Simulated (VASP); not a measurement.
# PbS (R3m) in VASP: settings compared

The runs below take PbS through single point, with r2SCAN, r2SCAN+rVV10.

Program: VASP 6.6.1. These are calculated values, not measurements. Logs are shortened: lines on timing, memory, paths and dates and some standing lists are left out, and cuts for length are marked.

### Step 1. The cell of the first run

Symmetry: R3m, No. 160, trigonal system. The conventional cell has a = 4.201 Å, b = 4.201 Å, c = 10.291 Å, α = 90.00°, β = 90.00°, γ = 120.00°. Pb (site symmetry 3m) has 6 S at 2.97 Å within 3.9 Å. S (site symmetry 3m) has 6 Pb at 2.97 Å within 3.9 Å.

### Step 2. Single point, r2SCAN

POSCAR

```
PbS
1.0
    2.1005109573      1.2127305666      3.4301898177
   -2.1005109573      1.2127305666      3.4301898177
    0.0000000000     -2.4254611333      3.4301898176
Pb S
1 1
Direct
    0.9781436759      0.9781436759      0.9781436759
    0.4774576541      0.4774576541      0.4774576541
```

INCAR.step1

```
SYSTEM = PbS
PREC = Accurate
ENCUT = 520
ISMEAR = -1
SIGMA = 0.05
LREAL = .False.
LASPH = .True.
NELM = 100
NBANDS = 17
GGA = PE
ALGO = Normal
EDIFF = 1E-4
LWAVE = .True.
LCHARG = .False.
```

INCAR.step2

```
SYSTEM = PbS
PREC = Accurate
ENCUT = 520
EDIFF = 1E-7
ISMEAR = -1
SIGMA = 0.05
LREAL = .False.
LASPH = .True.
NELM = 100
ALGO = Normal
ISIF = 2
LWAVE = .False.
LCHARG = .False.
METAGGA = R2SCAN
LMIXTAU = .True.
NBANDS = 17
ISTART = 1
```

KPOINTS

```
Automatic mesh
0
Gamma
  6 6 6
  0 0 0
```

Potentials or basis: VASP PAW PBE potentials, release 64 (Pb_d, S).

Run with:

```bash
cat potpaw_PBE.64/Pb_d/POTCAR potpaw_PBE.64/S/POTCAR > POTCAR
cp INCAR.step1 INCAR
mpirun -np 1 vasp_std > vasp.out
cp INCAR.step2 INCAR
mpirun -np 1 vasp_std > vasp.out
```

OUTCAR:

```text
SYSTEM = PbS
   PREC = Accurate
   ENCUT = 520
   EDIFF = 1E-7
   ISMEAR = -1
   LREAL = .False.
   LASPH = .True.
   NELM = 100
   ISIF = 2
   METAGGA = R2SCAN
   ISTART = 1

 ion  position               nearest neighbor table
   1  0.978  0.978  0.978-   2 2.97   2 2.97   2 2.97   2 2.97   2 2.97   2 2.97
   2  0.477  0.477  0.477-   1 2.97   1 2.97   1 2.97   1 2.97   1 2.97   1 2.97

  LATTYP: Found a trigonal (rhomboedric) cell.
 ALAT       =     4.2010788965
 COS(alpha) =     0.5000135635

  Lattice vectors:

 A1 = (   2.1005109573,   1.2127305666,   3.4301898177)
 A2 = (  -2.1005109573,   1.2127305666,   3.4301898177)
 A3 = (   0.0000000000,  -2.4254611333,   3.4301898176)

Analysis of symmetry for initial positions (statically):
=====================================================================
 Subroutine PRICEL returns:
 Original cell was already a primitive cell.

 Routine SETGRP: Setting up the symmetry group for a
 trigonal (rhombohedral) supercell.

 Subroutine GETGRP returns: Found  6 space group operations
 (whereof  6 operations were pure point group operations)
 out of a pool of 12 trial point group operations.

The static configuration has the point symmetry C_3v.

Analysis of symmetry for dynamics (positions and initial velocities):
=====================================================================
 Subroutine PRICEL returns:
 Original cell was already a primitive cell.

 Routine SETGRP: Setting up the symmetry group for a
 trigonal (rhombohedral) supercell.

 Subroutine GETGRP returns: Found  6 space group operations
 (whereof  6 operations were pure point group operations)
 out of a pool of 12 trial point group operations.

The dynamic configuration has the point symmetry C_3v.

 Subroutine INISYM returns: Found  6 space group operations
 (whereof  6 operations are pure point group operations),
 and found     1 'primitive' translations

----------------------------------------------------------------------------------------

                                     Primitive cell

  volume of cell :      52.4274

  direct lattice vectors                    reciprocal lattice vectors
     2.100510957  1.212730567  3.430189818     0.238037321  0.137430911  0.097176352
    -2.100510957  1.212730567  3.430189818    -0.238037321  0.137430911  0.097176352
     0.000000000 -2.425461133  3.430189818     0.000000000 -0.274861822  0.097176352

  length of vectors
     4.201078896  4.201078896  4.201078896     0.291534328  0.291534328  0.291534328

  position of ions in fractional coordinates (direct lattice)
     0.978143676  0.978143676  0.978143676
     0.477457654  0.477457654  0.477457654

  ion indices of the primitive-cell ions
   primitive index   ion index
                 1           1
                 2           2

----------------------------------------------------------------------------------------

 KPOINTS: Automatic mesh

Automatic generation of k-mesh.
 Grid dimensions read from file:
 generate k-points for:    6    6    6

 Generating k-lattice:

  Cartesian coordinates                     Fractional coordinates (reciprocal lattice)
     0.039672887  0.022905152  0.016196059     0.166666667  0.000000000  0.000000000
    -0.039672887  0.022905152  0.016196059     0.000000000  0.166666667  0.000000000
     0.000000000 -0.045810304  0.016196059     0.000000000  0.000000000  0.166666667

  Length of vectors
     0.048589055  0.048589055  0.048589055

  Shift w.r.t. Gamma in fractional coordinates (k-lattice)
     0.000000000  0.000000000  0.000000000

 Subroutine IBZKPT returns following result:
 ===========================================

 Found     32 irreducible k-points:

 Following reciprocal coordinates:
            Coordinates               Weight
  0.000000  0.000000  0.000000      1.000000
  0.166667 -0.000000 -0.000000      6.000000
  0.166667  0.166667  0.166667      2.000000
  0.333333 -0.000000  0.000000      6.000000
  0.333333  0.333333  0.333333      2.000000
  0.500000  0.000000  0.000000      3.000000
[... 16 lines left out ...]
  0.500000  0.166667  0.500000      6.000000
 -0.333333  0.333333  0.000000      6.000000
 [... further k-points ...]
   k-points           NKPTS =     32   k-points in BZ     NKDIM =     32   number of bands    NBANDS=     17
   number of dos      NEDOS =    301   number of ions     NIONS =      2
   total plane-waves  NPLWV =  32768
   dimension x,y,z NGX =    32 NGY =   32 NGZ =   32
   dimension x,y,z NGXF=    64 NGYF=   64 NGZF=   64
   ions per type =               1   1
   NGX,Y,Z   is equivalent  to a cutoff of  12.66, 12.66, 12.66 a.u.
   NGXF,Y,Z  is equivalent  to a cutoff of  25.33, 25.33, 25.33 a.u.
 SYSTEM =  PbS
   PREC   = accura    normal or accurate (medium, high low for compatibility)
   ISTART =      1    job   : 0-new  1-cont  2-samecut
   ICHARG =      0    charge: 1-file 2-atom 10-const
   ISPIN  =      1    spin polarized calculation?
   LNONCOLLINEAR =      F non collinear calculations
   LSORBIT =      F    spin-orbit coupling
   LASPH  =      T    aspherical Exc in radial PAW
   ENCUT  =  520.0 eV  38.22 Ry    6.18 a.u.   7.81  7.81  7.81*2*pi/ulx,y,z
   NELM   =    100;   NELMIN=  2; NELMDL=  0     # of ELM steps
   EDIFF  = 0.1E-06   stopping-criterion for ELM
   LREAL  =      F    real-space projection
   EDIFFG = 0.1E-05   stopping-criterion for IOM
   NSW    =      0    number of steps for IOM
   IBRION =     -1    ionic relax: 0-MD 1-quasi-New 2-CG
   NFREE  =      0    steps in history (QN), initial steepest desc. (CG)
   ISIF   =      2    stress and relaxation
   ISYM   =      2    0-nonsym 1-usesym 2-fastsym
   POTIM  = 0.5000    time-step for ionic-motion
   TEBEG  =    0.0;   TEEND  =   0.0 temperature during run
   PSTRESS=    0.0 pullay stress
   NELECT =      20.0000    total number of electrons
   NUPDOWN=      -1.0000    fix difference up-down
   EMIN   =  10.00;   EMAX   =-10.00  energy-range for DOS
   EFERMI =   0.00;   METHOD = LEGACY
   ISMEAR =    -1;   SIGMA  =   0.05  broadening in eV -4-tet -1-fermi 0-gaus
   EFERMI_NEDOS =   21; number of points for ismear=-14 and -15
   IALGO  =     38    algorithm
   IMIX   =      4    mixing-type and parameters
     AMIX     =   0.40;   BMIX     =  1.00
     AMIX_MAG =   1.60;   BMIX_MAG =  1.00
  volume/ion in A,a.u.               =      26.21       176.90
  Fermi-wavevector in a.u.,A,eV,Ry     =   1.187313  2.243696 19.180302  1.409712
  Thomas-Fermi vector in A             =   2.323467
   LORBIT       =      0    0 simple, 1 ext, 2 COOP (PROOUT), +10 PAW based schemes
   METAGGA = R2SCAN    functional components
   LHFCALC =     F    Hartree Fock is set to
   AEXX    =    0.0000 exact exchange contribution
   IVDW    =     0    specifies the selected vdW correction
   LEPSILON=     F    determine dielectric tensor
   LRPA    =     F    only Hartree local field effects (RPA)
 non-spin polarized calculation
  energy-cutoff  :      520.00
  volume of cell :       52.43
 maximum number of plane-waves:      1428
   NGX = 15   NGY = 15   NGZ = 15

 number of electron      20.0000001 magnetization

 Free energy of the ion-electron system (eV)
  ---------------------------------------------------
  ext. energy  EPLUGINS =         0.00000000
  ---------------------------------------------------
  free energy    TOTEN  =       -65.61026244 eV

  energy without entropy =      -65.61021743  energy(sigma->0) =      -65.61023994

 E-fermi :   5.9572     XC(G=0): -10.2310

 val. band max:        5.6366715796   @ k =   0.5000   0.0000   0.0000
 cond. band min:       6.2776435213   @ k =   0.5000   0.0000   0.0000
 fundamental gap:      0.6409719417
 Fermi energy:         5.9571766317

 k-point     1 :       0.0000    0.0000    0.0000
  band No.  band energies     occupation
      1     -11.8062      2.00000
      2     -11.8062      2.00000
      3     -11.8062      2.00000
      4     -11.7903      2.00000
      5     -11.7903      2.00000
      6      -8.5344      2.00000
[... 9 lines left out ...]
     16      12.7857      0.00000
     17      14.7124      0.00000

 k-point     2 :       0.1667   -0.0000   -0.0000
  band No.  band energies     occupation
      1     -11.8050      2.00000
      2     -11.8043      2.00000
      3     -11.8043      2.00000
      4     -11.7892      2.00000
      5     -11.7892      2.00000
      6      -8.2981      2.00000
[... 9 lines left out ...]
     16      13.4086      0.00000
     17      16.6416      0.00000

 k-point     3 :       0.1667    0.1667    0.1667
  band No.  band energies     occupation
      1     -11.8050      2.00000
      2     -11.8043      2.00000
      3     -11.8043      2.00000
      4     -11.7892      2.00000
      5     -11.7892      2.00000
      6      -8.2982      2.00000
[... 9 lines left out ...]
     16      13.4087      0.00000
     17      16.6415      0.00000

 k-point     4 :       0.3333   -0.0000    0.0000
  band No.  band energies     occupation
      1     -11.8180      2.00000
      2     -11.8180      2.00000
      3     -11.8035      2.00000
      4     -11.7692      2.00000
      5     -11.7692      2.00000
      6      -7.7043      2.00000
[... 9 lines left out ...]
     16      14.8584      0.00000
     17      18.4560      0.00000
[... 343 lines left out ...]
      1     -11.9237      2.00000
      2     -11.8192      2.00000
      3     -11.7783      2.00000
      4     -11.7580      2.00000
      5     -11.7515      2.00000
      6      -6.9651      2.00000
[... 9 lines left out ...]
     16      17.5379      0.00000
     17      18.0436      0.00000

 k-point    23 :       0.5000    0.1667    0.5000
  band No.  band energies     occupation
      1     -11.9237      2.00000
      2     -11.8192      2.00000
      3     -11.7783      2.00000
      4     -11.7580      2.00000
      5     -11.7515      2.00000
      6      -6.9651      2.00000
[... 9 lines left out ...]
     16      17.5379      0.00000
     17      18.0438      0.00000

 k-point    24 :      -0.3333    0.3333    0.0000
  band No.  band energies     occupation
      1     -11.8903      2.00000
      2     -11.7963      2.00000
      3     -11.7949      2.00000
      4     -11.7735      2.00000
      5     -11.7603      2.00000
      6      -6.9358      2.00000
[... 9 lines left out ...]
     16      16.2918      0.00000
     17      18.1607      0.00000

 [... further k-points ...]
[... 5 lines left out ...]
  --------------------------------------------------------------------------------------
  -------------------------------------------------------------------------------------
  Total        0.3170155      0.3170155      0.3171828      0.0000000      0.0000000      0.0000000
  in kB        9.6879602      9.6879602      9.6930745      0.0000000      0.0000000      0.0000000
  external PRESSURE =       9.6896650 kB  Pullay stress =       0.0000000 kB

 VOLUME and BASIS-vectors are now :
 -----------------------------------------------------------------------------
  energy-cutoff  :      520.00
  volume of cell :       52.43
      direct lattice vectors                 reciprocal lattice vectors
     2.100510957  1.212730567  3.430189818     0.238037321  0.137430911  0.097176352
    -2.100510957  1.212730567  3.430189818    -0.238037321  0.137430911  0.097176352
     0.000000000 -2.425461133  3.430189818     0.000000000 -0.274861822  0.097176352

 POSITION                                       TOTAL-FORCE (eV/Angst)
 -----------------------------------------------------------------------------------
      0.00000     -0.00000     10.06566         0.000000      0.000000     -0.001770
      0.00000     -0.00000      4.91331         0.000000     -0.000000      0.001770
 -----------------------------------------------------------------------------------
    total drift:                               -0.000000     -0.000000      0.000079

  FREE ENERGIE OF THE ION-ELECTRON SYSTEM (eV)
  ---------------------------------------------------
  free  energy   TOTEN  =       -65.6102624442 eV

  energy  without entropy=      -65.6102174298  energy(sigma->0) =      -65.61023994
```

Wall time 63 s (1 thread of AMD EPYC 9R45 (Zen 5), shared host); peak memory 0.17 GiB.

What came out:

```yaml
Free_energy: -65.6103 eV
Pressure: 1.0 GPa
Band_gap_on_the_k_mesh: 0.64 eV, direct
```

Caveat: the PAW data sets were made with another functional, which shifts forces and pressure a little; spin-orbit coupling is left out, which moves the levels of the heavy elements. A k mesh can miss the band edges.

### Step 3. Single point, r2SCAN+rVV10

POSCAR is that of step 2.

INCAR.step1

```
ALGO = Normal ; EDIFF = 1E-4
ENCUT = 520 ; GGA = PE
ISMEAR = 0 ; LASPH = True
LCHARG = False ; LREAL = False
LWAVE = True ; NBANDS = 17
NELM = 100 ; PREC = Accurate
SIGMA = 0.01
```

INCAR.step2

```
ALGO = Normal ; BPARAM = 11.95
CPARAM = 0.0093 ; EDIFF = 1E-6
ENCUT = 520 ; ISIF = 2
ISMEAR = 0 ; ISTART = 1
IVDW_NL = 2 ; LASPH = True
LCHARG = False ; LMIXTAU = True
LREAL = False ; LUSE_VDW = True
LWAVE = False ; METAGGA = R2SCAN
NBANDS = 17 ; NELM = 100
PREC = Accurate ; SIGMA = 0.01
```

KPOINTS

```
k-points
0
Gamma
  6 6 6
```

Potentials or basis: VASP PAW PBE potentials, release 64 (Pb_d, S).

Run with:

```bash
cat potpaw_PBE.64/Pb_d/POTCAR potpaw_PBE.64/S/POTCAR > POTCAR
cp INCAR.step1 INCAR
mpirun -np 1 vasp_std > vasp.out
cp INCAR.step2 INCAR
mpirun -np 1 vasp_std > vasp.out
```

It took 73 s on 1 thread of AMD EPYC 9R45 (Zen 5), shared host; peak memory 0.3 GiB.

The run converged. Its results:

- Free energy: -65.1077 eV
- Pressure: 0.1 GPa
- Band gap on the k mesh: 0.60 eV, direct

Forces in eV/Å, atoms in the order of the input:
```
Pb   0.000  0.000 -0.002
S    0.000  0.000  0.002
```

Levels at points of the mesh, in eV from the valence-band top:
```tsv
k point	band 8	band 9	band 10	band 11	band 12	band 13
(0.00, 0.00, 0.00)	-2.31	-2.31	-2.31	5.53	5.53	5.53
(0.50, 0.00, 0.00)	-1.92	-1.92	0.00	0.60	2.18	2.18
(0.50, 0.50, 0.50)	-1.92	-1.92	0.00	0.60	2.18	2.18
(0.50, 0.50, 0.00)	-5.37	-3.60	-3.60	4.10	5.97	6.06
```

Caveat: the PAW data sets were made with another functional, which shifts forces and pressure a little; spin-orbit coupling is left out, which moves the levels of the heavy elements. A k mesh can miss the band edges.
